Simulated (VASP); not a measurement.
Input of a VASP 6.6.1 run:

The input INCAR:

```
SYSTEM = Ag
ALGO = Normal
EDIFF = 1E-6
ENCUT = 520
GGA = CA
ISIF = 2
ISMEAR = -1
LASPH = .True.
LCHARG = .False.
LREAL = .False.
LWAVE = .False.
NBANDS = 12
NELM = 100
PREC = Accurate
SIGMA = 1.0
```

File KPOINTS:

```
k-points
0
Gamma
  13 13 13
  0 0 0
```

Contents of POSCAR:

```
Ag
1.0
    0.0000000000      1.9996579419      1.9996579419
    1.9996579419      0.0000000000      1.9996579419
    1.9996579419      1.9996579419      0.0000000000
Ag
1
Direct
    0.0000000000      0.0000000000      0.0000000000
```

Potentials or basis: VASP PAW LDA potentials, release 64 (Ag).

The run is started by

```bash
$ cat potpaw_LDA.64/Ag/POTCAR > POTCAR
$ mpirun -np 1 vasp_std > vasp.out
```

Problem. Estimate the pressure.

Solution. 4.9 GPa.
